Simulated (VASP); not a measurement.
# B3As2N (P3m1) in VASP: further runs, part 2 of 2

VASP 6.6.1.

### 3 Single point, PBE

Contents of INCAR:

```
ALGO = Normal
EDIFF = 1E-7
ENCUT = 520
GGA = PE
ISIF = 2
ISMEAR = -1
LASPH = True
LCHARG = False
LREAL = False
LWAVE = False
NBANDS = 21
NELM = 80
PREC = Accurate
SIGMA = 0.02
```

Contents of KPOINTS:

```
k-points
0
Gamma
  12 12 4
```

Contents of POSCAR:

```
B3As2N
1.0
    3.1723317745      0.0000000000      0.0000000000
   -1.5861658872      2.7473199060      0.0000000000
    0.0000000000      0.0000000000      7.6938075173
N As B
1 2 3
Direct
    0.0000000000      0.0000000000     -0.0110000701
    0.3333333333      0.6666666667      0.3204996470
    0.6666666667      0.3333333333      0.6829839771
    0.3333333333      0.6666666667      0.0549325032
    0.6666666667      0.3333333333      0.4168232182
    0.0000000000      0.0000000000      0.7857607246
```

Potentials or basis: VASP PAW PBE potentials, release 64 (N, As, B).

Started as:

```
cat potpaw_PBE.64/N/POTCAR potpaw_PBE.64/As/POTCAR potpaw_PBE.64/B/POTCAR > POTCAR
mpirun -np 1 vasp_std > vasp.out
```

Run time: 43 s. Hardware: 1 thread of Intel Xeon 6975P-C (Granite Rapids), shared host; peak memory 0.23 GiB.

The run converged. Its results:

```
Free energy            : -36.6446 eV
Pressure               : 3.3 GPa
Largest force          : 0.201 eV/Å
Band gap on the k mesh : zero (bands 12 and 13 overlap by 0.03 eV)
```

Forces in eV/Å, atoms in the order of the input:
```
N    0.000  0.000  0.104
As   0.000  0.000 -0.079
As   0.000  0.000 -0.099
B    0.000  0.000 -0.201
B    0.000  0.000  0.100
B    0.000  0.000  0.176
```

Stress tensor (GPa, compression positive):
```
3.12 0.00 0.00
0.00 3.12 0.00
0.00 0.00 3.62
```

Levels at points of the mesh, in eV from the Fermi level:
```tsv
k point	band 9	band 10	band 11	band 12	band 13	band 14	band 15	band 16
(0.00, 0.00, 0.00)	-1.42	-1.42	-0.34	0.05	0.05	2.89	2.89	3.33
(0.50, 0.00, 0.00)	-4.64	-4.49	-3.63	-2.60	0.48	1.46	2.56	3.67
(0.00, 0.00, 0.50)	-1.25	-1.25	-0.30	-0.30	0.24	3.06	3.37	3.37
(0.50, 0.00, 0.50)	-5.91	-3.97	-3.10	-2.18	0.69	2.07	2.80	3.15
```

Caveat: the cell stands under pressure; semilocal functionals underestimate gaps, so a narrow gap can read as zero.

### 4 Single point, PBE

This run uses another cell than the first one, of 11.34 Å³/atom.

Contents of INCAR:

```
  ALGO = Normal
  EDIFF = 1E-7
  ENCUT = 520
  GGA = PE
  ISIF = 2
  ISMEAR = -1
  LASPH = T
  LCHARG = F
  LREAL = F
  LWAVE = F
  NBANDS = 21
  NELM = 80
  PREC = Accurate
  SIGMA = 0.02
```

KPOINTS is that of step 3.

Contents of POSCAR:

```
B3As2N
1.0
    3.1866716347      0.0000000000      0.0000000000
   -1.5933358173      2.7597385892      0.0000000000
    0.0000000000      0.0000000000      7.7344969469
N As B
1 2 3
Direct
    0.0000000000      0.0000000000     -0.0110235957
    0.3333333333      0.6666666667      0.3201336570
    0.6666666667      0.3333333333      0.6830668146
    0.3333333333      0.6666666667      0.0542972770
    0.6666666667      0.3333333333      0.4169638452
    0.0000000000      0.0000000000      0.7865620019
```

Potentials or basis: VASP PAW PBE potentials, release 64 (N, As, B).

Started as:

```
cat potpaw_PBE.64/N/POTCAR potpaw_PBE.64/As/POTCAR potpaw_PBE.64/B/POTCAR > POTCAR
mpirun -np 1 vasp_std > vasp.out
```

OUTCAR:

```text
EDIFF = 1E-7
   ENCUT = 520
   GGA = PE
   ISIF = 2
   ISMEAR = -1
   LASPH = T
   LREAL = F
   NELM = 80
   PREC = Accurate

 ion  position               nearest neighbor table
   1  0.000  0.000  0.989-   6 1.57   4 1.91   4 1.91   4 1.91
   2  0.333  0.667  0.320-   5 1.99   5 1.99   5 1.99   4 2.06
   3  0.667  0.333  0.683-   6 2.01   6 2.01   6 2.01   5 2.06
   4  0.333  0.667  0.054-   1 1.91   1 1.91   1 1.91   2 2.06
   5  0.667  0.333  0.417-   2 1.99   2 1.99   2 1.99   3 2.06
   6  0.000  0.000  0.787-   1 1.57   3 2.01   3 2.01   3 2.01

  LATTYP: Found a hexagonal cell.
 ALAT       =     3.1866716347
 C/A-ratio  =     2.4271396095

  Lattice vectors:

 A1 = (   3.1866716347,   0.0000000000,   0.0000000000)
 A2 = (  -1.5933358173,   2.7597385892,   0.0000000000)
 A3 = (   0.0000000000,   0.0000000000,   7.7344969469)

Analysis of symmetry for initial positions (statically):
=====================================================================
 Subroutine PRICEL returns:
 Original cell was already a primitive cell.

[... 179 lines left out ...]
 cond. band min:       7.0752187321   @ k =   0.0833  -0.0000   0.0000
 fundamental gap:      0.0626714019
 Fermi energy:         7.0151067147

 k-point     1 :       0.0000    0.0000    0.0000
  band No.  band energies     occupation
      1     -11.0973      2.00000
      2      -8.6950      2.00000
      3      -7.7303      2.00000
      4      -1.4284      2.00000
      5      -0.6087      2.00000
      6       2.6424      2.00000
[... 565 lines left out ...]
     20      13.2492      0.00000
     21      13.8736      0.00000

 [... further k-points ...]

------------------------ aborting loop because EDIFF is reached ----------------------------------------

  FORCE on cell =-STRESS in cart. coord.  units (eV):
  Direction    XX          YY          ZZ          XY          YZ          ZX
  --------------------------------------------------------------------------------------
  -------------------------------------------------------------------------------------
  Total        0.3219210      0.3219210      0.3420686      0.0000000      0.0000000      0.0000000
  in kB        7.5826761      7.5826761      8.0572428      0.0000000      0.0000000      0.0000000
  external PRESSURE =       7.7408650 kB  Pullay stress =       0.0000000 kB

 VOLUME and BASIS-vectors are now :
 -----------------------------------------------------------------------------
  energy-cutoff  :      520.00
  volume of cell :       68.02
      direct lattice vectors                 reciprocal lattice vectors
     3.186671635  0.000000000  0.000000000     0.313807042  0.181176580  0.000000000
    -1.593335817  2.759738589  0.000000000     0.000000000  0.362353161  0.000000000
     0.000000000  0.000000000  7.734496947     0.000000000  0.000000000  0.129290891

 POSITION                                       TOTAL-FORCE (eV/Angst)
 -----------------------------------------------------------------------------------
      0.00000      0.00000      7.64923        -0.000000      0.000000      0.011852
     -0.00000      1.83983      2.47607         0.000000      0.000000     -0.016817
      1.59334      0.91991      5.28318        -0.000000      0.000000     -0.015369
     -0.00000      1.83983      0.41996        -0.000000      0.000000     -0.047876
      1.59334      0.91991      3.22501         0.000000      0.000000      0.021897
      0.00000      0.00000      6.08366        -0.000000     -0.000000      0.046313
 -----------------------------------------------------------------------------------
    total drift:                               -0.000000     -0.000000      0.000011

  FREE ENERGIE OF THE ION-ELECTRON SYSTEM (eV)
  ---------------------------------------------------
  free  energy   TOTEN  =       -36.6586466359 eV

  energy  without entropy=      -36.6583785841  energy(sigma->0) =      -36.65851261
```

Run time: 46 s. Hardware: 1 thread of Intel Xeon 6975P-C (Granite Rapids), shared host; peak memory 0.24 GiB.

Results:

```yaml
Free_energy: -36.6586 eV
Pressure: 0.8 GPa
Largest_force: 0.048 eV/Å
Band_gap_on_the_k_mesh: zero (bands 12 and 13 overlap by 0.12 eV)
```

Forces on the atoms (eV/Å):
```
N    0.000  0.000  0.012
As   0.000  0.000 -0.017
As   0.000  0.000 -0.015
B    0.000  0.000 -0.048
B    0.000  0.000  0.022
B    0.000  0.000  0.046
```

Caveat: semilocal functionals underestimate gaps, so a narrow gap can read as zero.

### 5 Summary

```csv
spin,cell,gap on the mesh (eV),pressure (GPa),largest force (eV/Å)
"non-collinear, zero start, SOC","a = 3.172, b = 3.172, c = 7.694 Å, angles 90.0, 90.0, 120.0°, 6 atoms",-,3.3,0.20
off,"a = 3.172, b = 3.172, c = 7.694 Å, angles 90.0, 90.0, 120.0°, 6 atoms",none,3.3,0.20
off,"a = 3.187, b = 3.187, c = 7.734 Å, angles 90.0, 90.0, 120.0°, 6 atoms",none,0.8,0.05
```

Alike in all rows: task single point; level PBE; potentials or basis VASP PAW PBE potentials, release 64 (N, As, B); k mesh 12 × 12 × 4; cutoff (eV) 520; smearing fermi-dirac 0.02 eV.

Caveats: the cell stands under pressure (at least some runs); semilocal functionals underestimate gaps, so a narrow gap can read as zero (at least some runs).

Total energies depend on the potentials used, so only differences within one code and one set of settings carry meaning.
